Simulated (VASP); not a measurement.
# K (Cmcm) in VASP: further runs

The runs below take K through single point, with PBEsol, LDA.

Everything below comes from runs of VASP 6.6.1. Logs are shortened: lines on timing, memory, paths and dates and some standing lists are left out, and cuts for length are marked.

## 1. The cell of the first run

The structure is orthorhombic, space group Cmcm (No. 63). Conventional cell: a = 4.781 Å, b = 7.730 Å, c = 8.028 Å, α = 90.00°, β = 90.00°, γ = 90.00°.

## 2. Single point, PBEsol (strained)

File INCAR:

```
PREC = Accurate
ENCUT = 520
EDIFF = 1E-6
ISMEAR = 0
SIGMA = 0.1
LREAL = False
LASPH = True
NELM = 100
ALGO = Normal
ISIF = 2
LWAVE = False
LCHARG = True
GGA = PS
LELF = True
LVHAR = True
NBANDS = 16
```

File KPOINTS:

```
regular mesh
0
Gamma
  10 10 6
```

File POSCAR:

```
K
1.0
    2.3902758064     -3.8651036948      0.0000000000
    2.3902758064      3.8651036948      0.0000000000
    0.0000000000      0.0000000000      8.0279504609
K
2
Direct
    0.7897306015      0.2102693985      0.2500000000
    0.2102693985      0.7897306015      0.7500000000
```

Potentials or basis: VASP PAW PBE potentials, release 64 (K_sv).

Started as:

```bash
> cat potpaw_PBE.64/K_sv/POTCAR > POTCAR
> mpirun -np 1 vasp_std > vasp.out
```

OUTCAR:

```text
PREC = Accurate
   ENCUT = 520
   EDIFF = 1E-6
   ISMEAR = 0
   LREAL = False
   LASPH = True
   NELM = 100
   ISIF = 2
   GGA = PS

 ion  position               nearest neighbor table
   1  0.790  0.210  0.250-
   2  0.210  0.790  0.750-

  LATTYP: Found a base centered orthorhombic cell.
 ALAT       =     4.7805516128
 B/A-ratio  =     1.6170115953
 C/A-ratio  =     1.6792937533

  Lattice vectors:

 A1 = (   2.3902758064,  -3.8651036948,   0.0000000000)
 A2 = (   2.3902758064,   3.8651036948,   0.0000000000)
 A3 = (   0.0000000000,   0.0000000000,   8.0279504609)

Analysis of symmetry for initial positions (statically):
=====================================================================
 Subroutine PRICEL returns:
 Original cell was already a primitive cell.

 Routine SETGRP: Setting up the symmetry group for a
 base centered orthorhombic supercell.

 Subroutine GETGRP returns: Found  8 space group operations
 (whereof  4 operations were pure point group operations)
 out of a pool of  8 trial point group operations.

The static configuration has the point symmetry C_2h.
 The point group associated with its full space group is D_2h.

Analysis of symmetry for dynamics (positions and initial velocities):
=====================================================================
 Subroutine PRICEL returns:
 Original cell was already a primitive cell.

 Routine SETGRP: Setting up the symmetry group for a
 base centered orthorhombic supercell.

 Subroutine GETGRP returns: Found  8 space group operations
 (whereof  4 operations were pure point group operations)
 out of a pool of  8 trial point group operations.

The dynamic configuration has the point symmetry C_2h.
 The point group associated with its full space group is D_2h.

 Subroutine INISYM returns: Found  8 space group operations
 (whereof  4 operations are pure point group operations),
 and found     1 'primitive' translations

----------------------------------------------------------------------------------------

                                     Primitive cell

  volume of cell :     148.3351

  direct lattice vectors                    reciprocal lattice vectors
     2.390275806 -3.865103695  0.000000000     0.209180881 -0.129362635  0.000000000
     2.390275806  3.865103695  0.000000000     0.209180881  0.129362635  0.000000000
     0.000000000  0.000000000  8.027950461     0.000000000  0.000000000  0.124564795

  length of vectors
     4.544496122  4.544496122  8.027950461     0.245949858  0.245949858  0.124564795

  position of ions in fractional coordinates (direct lattice)
     0.789730601  0.210269399  0.250000000
     0.210269399  0.789730601  0.750000000

  ion indices of the primitive-cell ions
   primitive index   ion index
                 1           1
                 2           2

----------------------------------------------------------------------------------------

 KPOINTS: regular mesh

Automatic generation of k-mesh.
 Grid dimensions read from file:
 generate k-points for:   10   10    6

 Generating k-lattice:

  Cartesian coordinates                     Fractional coordinates (reciprocal lattice)
     0.020918088 -0.012936264  0.000000000     0.100000000  0.000000000  0.000000000
     0.020918088  0.012936264  0.000000000     0.000000000  0.100000000  0.000000000
     0.000000000  0.000000000  0.020760799     0.000000000  0.000000000  0.166666667

  Length of vectors
     0.024594986  0.024594986  0.020760799

  Shift w.r.t. Gamma in fractional coordinates (k-lattice)
     0.000000000  0.000000000  0.000000000

 Subroutine IBZKPT returns following result:
 ===========================================

 Found    124 irreducible k-points:

 Following reciprocal coordinates:
            Coordinates               Weight
  0.000000  0.000000  0.000000      1.000000
  0.100000  0.000000  0.000000      4.000000
  0.200000  0.000000  0.000000      4.000000
  0.300000 -0.000000  0.000000      4.000000
  0.400000 -0.000000  0.000000      4.000000
  0.500000  0.000000  0.000000      2.000000
[... 16 lines left out ...]
  0.300000  0.300000  0.000000      2.000000
  0.400000  0.300000  0.000000      4.000000
 [... further k-points ...]
   k-points           NKPTS =    124   k-points in BZ     NKDIM =    124   number of bands    NBANDS=     16
   number of dos      NEDOS =    301   number of ions     NIONS =      2
   total plane-waves  NPLWV =  77760
   dimension x,y,z NGX =    36 NGY =   36 NGZ =   60
   dimension x,y,z NGXF=    72 NGYF=   72 NGZF=  120
   ions per type =               2
   NGX,Y,Z   is equivalent  to a cutoff of  13.17, 13.17, 12.43 a.u.
   NGXF,Y,Z  is equivalent  to a cutoff of  26.34, 26.34, 24.85 a.u.
 SYSTEM =  unknown system
   PREC   = accura    normal or accurate (medium, high low for compatibility)
   ISTART =      0    job   : 0-new  1-cont  2-samecut
   ICHARG =      2    charge: 1-file 2-atom 10-const
   ISPIN  =      1    spin polarized calculation?
   LNONCOLLINEAR =      F non collinear calculations
   LSORBIT =      F    spin-orbit coupling
   LASPH  =      T    aspherical Exc in radial PAW
   ENCUT  =  520.0 eV  38.22 Ry    6.18 a.u.   8.45  8.45 14.93*2*pi/ulx,y,z
   NELM   =    100;   NELMIN=  2; NELMDL= -5     # of ELM steps
   EDIFF  = 0.1E-05   stopping-criterion for ELM
   LREAL  =      F    real-space projection
   EDIFFG = 0.1E-04   stopping-criterion for IOM
   NSW    =      0    number of steps for IOM
   IBRION =     -1    ionic relax: 0-MD 1-quasi-New 2-CG
   NFREE  =      0    steps in history (QN), initial steepest desc. (CG)
   ISIF   =      2    stress and relaxation
   ISYM   =      2    0-nonsym 1-usesym 2-fastsym
   POTIM  = 0.5000    time-step for ionic-motion
   TEBEG  =    0.0;   TEEND  =   0.0 temperature during run
   PSTRESS=    0.0 pullay stress
   NELECT =      18.0000    total number of electrons
   NUPDOWN=      -1.0000    fix difference up-down
   EMIN   =  10.00;   EMAX   =-10.00  energy-range for DOS
   EFERMI =   0.00;   METHOD = LEGACY
   ISMEAR =     0;   SIGMA  =   0.10  broadening in eV -4-tet -1-fermi 0-gaus
   EFERMI_NEDOS =   21; number of points for ismear=-14 and -15
   IALGO  =     38    algorithm
   IMIX   =      4    mixing-type and parameters
     AMIX     =   0.40;   BMIX     =  1.00
     AMIX_MAG =   1.60;   BMIX_MAG =  1.00
  volume/ion in A,a.u.               =      74.17       500.51
  Fermi-wavevector in a.u.,A,eV,Ry     =   0.810496  1.531616  8.937726  0.656904
  Thomas-Fermi vector in A             =   1.919683
   LORBIT       =      0    0 simple, 1 ext, 2 COOP (PROOUT), +10 PAW based schemes
   GGA     = PS    functional components
   LHFCALC =     F    Hartree Fock is set to
   AEXX    =    0.0000 exact exchange contribution
   IVDW    =     0    specifies the selected vdW correction
   LEPSILON=     F    determine dielectric tensor
   LRPA    =     F    only Hartree local field effects (RPA)
 non-spin polarized calculation
 Gauss-broadening in eV      SIGMA  =   0.10
  energy-cutoff  :      520.00
  volume of cell :      148.34
 maximum number of plane-waves:      4024
 NGX is ok and might be reduce to    36
   NGX = 17   NGY = 17   NGZ = 29

 number of electron      18.0000000 magnetization

 Free energy of the ion-electron system (eV)
  ---------------------------------------------------
  ext. energy  EPLUGINS =         0.00000000
  ---------------------------------------------------
  free energy    TOTEN  =        -2.25939061 eV

  energy without entropy =       -2.25277867  energy(sigma->0) =       -2.25608464

 E-fermi :  -0.1853     XC(G=0):  -5.6749

 val. band max:       -0.2064624887   @ k =   0.4000  -0.0000   0.5000
 cond. band min:      -0.1509842114   @ k =   0.5000   0.2000   0.3333
 fundamental gap:      0.0554782773
 Fermi energy:        -0.1852588303

 k-point     1 :       0.0000    0.0000    0.0000
  band No.  band energies     occupation
      1     -32.1865      2.00000
      2     -32.1837      2.00000
      3     -15.7540      2.00000
      4     -15.7082      2.00000
      5     -15.6978      2.00000
      6     -15.6967      2.00000
[... 8 lines left out ...]
     15       4.3785      0.00000
     16       4.4948      0.00000

 k-point     2 :       0.1000    0.0000    0.0000
  band No.  band energies     occupation
      1     -32.1861      2.00000
      2     -32.1835      2.00000
      3     -15.7519      2.00000
      4     -15.7122      2.00000
      5     -15.7024      2.00000
      6     -15.6989      2.00000
[... 8 lines left out ...]
     15       4.3693      0.00000
     16       4.3733      0.00000

 k-point     3 :       0.2000    0.0000    0.0000
  band No.  band energies     occupation
      1     -32.1851      2.00000
      2     -32.1829      2.00000
      3     -15.7460      2.00000
      4     -15.7251      2.00000
      5     -15.7181      2.00000
      6     -15.7038      2.00000
[... 8 lines left out ...]
     15       4.0715      0.00000
     16       4.4800      0.00000

 k-point     4 :       0.3000   -0.0000    0.0000
  band No.  band energies     occupation
      1     -32.1839      2.00000
      2     -32.1823      2.00000
      3     -15.7427      2.00000
      4     -15.7374      2.00000
      5     -15.7373      2.00000
      6     -15.7082      2.00000
[... 8 lines left out ...]
     15       4.3229      0.00000
     16       4.4990      0.00000
[... 324 lines left out ...]
 k-point    22 :      -0.2000    0.2000    0.0000
  band No.  band energies     occupation
      1     -32.1849      2.00000
      2     -32.1824      2.00000
      3     -15.7478      2.00000
      4     -15.7223      2.00000
      5     -15.7173      2.00000
      6     -15.7156      2.00000
[... 8 lines left out ...]
     15       4.1625      0.00000
     16       4.1944      0.00000

 k-point    23 :       0.3000    0.3000    0.0000
  band No.  band energies     occupation
      1     -32.1817      2.00000
      2     -32.1813      2.00000
      3     -15.7467      2.00000
      4     -15.7411      2.00000
      5     -15.7409      2.00000
      6     -15.7338      2.00000
[... 8 lines left out ...]
     15       2.8192      0.00000
     16       3.2954      0.00000

 k-point    24 :       0.4000    0.3000    0.0000
  band No.  band energies     occupation
      1     -32.1818      2.00000
      2     -32.1807      2.00000
      3     -15.7543      2.00000
      4     -15.7487      2.00000
      5     -15.7372      2.00000
      6     -15.7310      2.00000
[... 8 lines left out ...]
     15       2.8190      0.00000
     16       3.7142      0.00000

 [... further k-points ...]

------------------------ aborting loop because EDIFF is reached ----------------------------------------

  FORCE on cell =-STRESS in cart. coord.  units (eV):
  Direction    XX          YY          ZZ          XY          YZ          ZX
  --------------------------------------------------------------------------------------
  -------------------------------------------------------------------------------------
  Total       -0.0043193     -0.0379380     -0.3524003      0.0000000     -0.0000000      0.0000000
  in kB       -0.0466530     -0.4097707     -3.8063002      0.0000000     -0.0000000      0.0000000
  external PRESSURE =      -1.4209080 kB  Pullay stress =       0.0000000 kB

 VOLUME and BASIS-vectors are now :
 -----------------------------------------------------------------------------
  energy-cutoff  :      520.00
  volume of cell :      148.34
      direct lattice vectors                 reciprocal lattice vectors
     2.390275806 -3.865103695  0.000000000     0.209180881 -0.129362635  0.000000000
     2.390275806  3.865103695  0.000000000     0.209180881  0.129362635  0.000000000
     0.000000000  0.000000000  8.027950461     0.000000000  0.000000000  0.124564795

 POSITION                                       TOTAL-FORCE (eV/Angst)
 -----------------------------------------------------------------------------------
      2.39028     -2.23968      2.00699         0.000000     -0.006015      0.000000
      2.39028      2.23968      6.02096         0.000000      0.006015      0.000000
 -----------------------------------------------------------------------------------
    total drift:                               -0.000000     -0.000000      0.000000

  FREE ENERGIE OF THE ION-ELECTRON SYSTEM (eV)
  ---------------------------------------------------
  free  energy   TOTEN  =        -2.2593906139 eV

  energy  without entropy=       -2.2527786742  energy(sigma->0) =       -2.25608464
```

Wall time 6.6 min (1 thread of Intel Xeon Platinum 8259CL at 2.50GHz (Skylake/Cascade Lake), shared host); peak memory 0.4 GiB.

What came out:

```yaml
Free_energy: -2.2594 eV
Pressure: -0.1 GPa
Largest_force: 0.006 eV/Å
Band_gap_on_the_k_mesh: zero (bands 9 and 10 overlap by 2.52 eV)
```

Forces on the atoms (eV/Å):
```
K    0.000 -0.006  0.000
K    0.000  0.006  0.000
```

Stress tensor (GPa, compression positive):
```
 0.00  0.00  0.00
 0.00 -0.04  0.00
 0.00  0.00 -0.38
```

Levels at points of the mesh, in eV from the Fermi level:
| k point | band 5 | band 6 | band 7 | band 8 | band 9 | band 10 | band 11 | band 12 | band 13 | band 14 |
| --- | --- | --- | --- | --- | --- | --- | --- | --- | --- | --- |
| (0.00, 0.00, 0.00) | -15.51 | -15.51 | -15.51 | -15.51 | -2.15 | 0.13 | 0.37 | 3.83 | 3.84 | 4.47 |
| (0.50, 0.00, 0.00) | -15.54 | -15.53 | -15.53 | -15.52 | 0.18 | 0.24 | 1.68 | 1.97 | 2.09 | 2.44 |
| (0.50, 0.50, 0.00) | -15.55 | -15.54 | -15.53 | -15.51 | 0.32 | 0.52 | 1.51 | 1.87 | 2.74 | 2.84 |
| (0.00, 0.00, 0.50) | -15.52 | -15.52 | -15.51 | -15.51 | -1.49 | -1.49 | 2.47 | 2.47 | 4.08 | 4.08 |
| (0.50, 0.00, 0.50) | -15.53 | -15.53 | -15.52 | -15.52 | 0.59 | 0.59 | 0.84 | 0.84 | 2.95 | 2.95 |
| (0.50, 0.50, 0.50) | -15.54 | -15.54 | -15.53 | -15.53 | 0.82 | 0.82 | 1.00 | 1.00 | 3.18 | 3.18 |

Caveat: the cell differs from its parent crystal (strained); the PAW data sets were made with another functional, which shifts forces and pressure a little.

## 3. Single point, LDA (strained)

File INCAR:

```
ALGO = Normal
EDIFF = 1E-6
ENCUT = 520
ISIF = 2
ISMEAR = 0
LASPH = T
LCHARG = F
LREAL = F
LWAVE = F
NBANDS = 16
NELM = 100
PREC = Accurate
SIGMA = 0.1
```

File KPOINTS:

```
k-points
0
Gamma
  10 10 6
```

File POSCAR:

```
K
1.0
    2.5244612542     -4.1912196688      0.0000000000
    2.5244612542      4.1912196688      0.0000000000
    0.0000000000      0.0000000000      8.0889606034
K
2
Direct
    0.8206130200      0.1793869800      0.2500000000
    0.1793869800      0.8206130200      0.7500000000
```

Potentials or basis: VASP PAW LDA potentials, release 64 (K_sv).

Started as:

```bash
> cat potpaw_LDA.64/K_sv/POTCAR > POTCAR
> mpirun -np 1 vasp_std > vasp.out
```

OUTCAR:

```text
EDIFF = 1E-6
   ENCUT = 520
   ISIF = 2
   ISMEAR = 0
   LASPH = T
   LREAL = F
   NELM = 100
   PREC = Accurate

 ion  position               nearest neighbor table
   1  0.821  0.179  0.250-
   2  0.179  0.821  0.750-

  LATTYP: Found a base centered orthorhombic cell.
 ALAT       =     5.0489225084
 B/A-ratio  =     1.6602432150
 C/A-ratio  =     1.6021162119

  Lattice vectors:

 A1 = (   2.5244612542,  -4.1912196688,   0.0000000000)
 A2 = (   2.5244612542,   4.1912196688,   0.0000000000)
 A3 = (   0.0000000000,   0.0000000000,   8.0889606034)

Analysis of symmetry for initial positions (statically):
=====================================================================
 Subroutine PRICEL returns:
 Original cell was already a primitive cell.

 Routine SETGRP: Setting up the symmetry group for a
 base centered orthorhombic supercell.

 Subroutine GETGRP returns: Found  8 space group operations
 (whereof  4 operations were pure point group operations)
 out of a pool of  8 trial point group operations.

The static configuration has the point symmetry C_2h.
 The point group associated with its full space group is D_2h.

Analysis of symmetry for dynamics (positions and initial velocities):
=====================================================================
 Subroutine PRICEL returns:
 Original cell was already a primitive cell.

 Routine SETGRP: Setting up the symmetry group for a
 base centered orthorhombic supercell.

 Subroutine GETGRP returns: Found  8 space group operations
 (whereof  4 operations were pure point group operations)
 out of a pool of  8 trial point group operations.

The dynamic configuration has the point symmetry C_2h.
 The point group associated with its full space group is D_2h.

 Subroutine INISYM returns: Found  8 space group operations
 (whereof  4 operations are pure point group operations),
 and found     1 'primitive' translations

[... 114 lines left out ...]
     AMIX_MAG =   1.60;   BMIX_MAG =  1.00
  volume/ion in A,a.u.               =      85.59       577.56
  Fermi-wavevector in a.u.,A,eV,Ry     =   0.772719  1.460228  8.123971  0.597095
  Thomas-Fermi vector in A             =   1.874411
   LORBIT       =      0    0 simple, 1 ext, 2 COOP (PROOUT), +10 PAW based schemes
   GGA     = CA    functional components
   LHFCALC =     F    Hartree Fock is set to
   AEXX    =    0.0000 exact exchange contribution
   IVDW    =     0    specifies the selected vdW correction
   LEPSILON=     F    determine dielectric tensor
   LRPA    =     F    only Hartree local field effects (RPA)
 non-spin polarized calculation
 Gauss-broadening in eV      SIGMA  =   0.10
  energy-cutoff  :      520.00
  volume of cell :      171.17
 maximum number of plane-waves:      4650
   NGX = 19   NGY = 19   NGZ = 31

 number of electron      18.0000002 magnetization

 Free energy of the ion-electron system (eV)
  ---------------------------------------------------
  ext. energy  EPLUGINS =         0.00000000
  ---------------------------------------------------
  free energy    TOTEN  =        -2.21221535 eV

  energy without entropy =       -2.20418215  energy(sigma->0) =       -2.20819875

 E-fermi :  -0.6062     XC(G=0):  -5.4923

 val. band max:       -0.6127501851   @ k =   0.5000   0.4000   0.1667
 cond. band min:      -0.6062113421   @ k =   0.4000  -0.0000   0.5000
 fundamental gap:      0.0065388430
 Fermi energy:        -0.6062126101

 k-point     1 :       0.0000    0.0000    0.0000
  band No.  band energies     occupation
      1     -32.5250      2.00000
      2     -32.5231      2.00000
      3     -16.2517      2.00000
      4     -16.2200      2.00000
      5     -16.2167      2.00000
      6     -16.2128      2.00000
[... 433 lines left out ...]
      3     -16.2439      2.00000
      4     -16.2394      2.00000
      5     -16.2348      2.00000
      6     -16.2316      2.00000
[... 8 lines left out ...]
     15       2.0771      0.00000
     16       2.8079      0.00000

 [... further k-points ...]

------------------------ aborting loop because EDIFF is reached ----------------------------------------

  FORCE on cell =-STRESS in cart. coord.  units (eV):
  Direction    XX          YY          ZZ          XY          YZ          ZX
  --------------------------------------------------------------------------------------
  -------------------------------------------------------------------------------------
  Total       -0.8083139     -0.7647750     -0.8326407      0.0000000      0.0000000      0.0000000
  in kB       -7.5658684     -7.1583418     -7.7935692      0.0000000      0.0000000      0.0000000
  external PRESSURE =      -7.5059264 kB  Pullay stress =       0.0000000 kB

 VOLUME and BASIS-vectors are now :
 -----------------------------------------------------------------------------
  energy-cutoff  :      520.00
  volume of cell :      171.17
      direct lattice vectors                 reciprocal lattice vectors
     2.524461254 -4.191219669  0.000000000     0.198062061 -0.119297016  0.000000000
     2.524461254  4.191219669  0.000000000     0.198062061  0.119297016  0.000000000
     0.000000000  0.000000000  8.088960603     0.000000000  0.000000000  0.123625278

 POSITION                                       TOTAL-FORCE (eV/Angst)
 -----------------------------------------------------------------------------------
      2.52446     -2.68752      2.02224         0.000000     -0.002971      0.000000
      2.52446      2.68752      6.06672         0.000000      0.002971     -0.000000
 -----------------------------------------------------------------------------------
    total drift:                               -0.000000     -0.000000      0.000000

  FREE ENERGIE OF THE ION-ELECTRON SYSTEM (eV)
  ---------------------------------------------------
  free  energy   TOTEN  =        -2.2122153455 eV

  energy  without entropy=       -2.2041821480  energy(sigma->0) =       -2.20819875
```

Wall time 5.9 min (1 thread of Intel Xeon Platinum 8259CL at 2.50GHz (Skylake/Cascade Lake), shared host); peak memory 0.4 GiB.

Results:

```yaml
Free_energy: -2.2122 eV
Pressure: -0.8 GPa
Band_gap_on_the_k_mesh: zero (bands 9 and 10 overlap by 2.26 eV)
```

Forces on the atoms (eV/Å):
```
K    0.000 -0.003  0.000
K    0.000  0.003  0.000
```

Caveat: the cell differs from its parent crystal (strained).
